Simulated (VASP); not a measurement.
Wanted: the native input for a VASP 6.6.1 run.

| Property | Result |
| --- | --- |
| Task | single point |
| Functional | PBEsol |
| Potentials or basis | VASP PAW PBE potentials, release 64 (Cu, I) |
| Cutoff | 520 eV |
| k mesh | 8 × 8 × 4 |
| Occupations | gaussian, width 0.02 eV |
| Spin | no spin polarisation |
| Dipole correction | no |
| Further INCAR settings | ALGO = Normal; EDIFF = 1e-06; NBANDS = 26 |

The structure of CuI lies in POSCAR:

```
CuI
1.0
    3.9219419691      0.0000000000      0.0000000000
    0.0000000000      4.0006569450      0.0000000000
    0.0000000000      0.0000000000      6.5465531482
Cu I
2 2
Direct
    0.5000000000      0.5000000000      0.0034663221
    0.0000000000      0.0000000000     -0.0034663221
    0.5000000000      0.0000000000      0.2621119129
    0.0000000000      0.5000000000      0.7378880871
```

The input as run:

INCAR

```
SYSTEM = CuI
PREC = Accurate ; ENCUT = 520
EDIFF = 1E-6 ; ISMEAR = 0
SIGMA = 0.02 ; LREAL = .FALSE.
LASPH = .TRUE. ; NELM = 80
ALGO = Normal ; ISIF = 2
LWAVE = .FALSE. ; LCHARG = .FALSE.
GGA = PS ; NBANDS = 26
```

KPOINTS

```
regular mesh
0
G
  8 8 4
  0 0 0
```

Potentials or basis: VASP PAW PBE potentials, release 64 (Cu, I).

Run with:

```sh
$ cat potpaw_PBE.64/Cu/POTCAR potpaw_PBE.64/I/POTCAR > POTCAR
$ mpirun -np 1 vasp_std > vasp.out
```

Results of the run:

* Pressure: 0.5 GPa
* Largest force: 0.022 eV/Å
* Band gap on the k mesh: 1.50 eV, direct

Caveat: the PAW data sets were made with another functional, which shifts forces and pressure a little; spin-orbit coupling is left out, which moves the levels of the heavy elements; this functional lacks dispersion, which binds the layers, so the pressure and a relaxed spacing across them are unreliable.

It took 86 s on 1 thread of Intel(R) Xeon(R) 6975P-C (Granite Rapids), with other jobs on the host, peak memory 0.31 GiB.
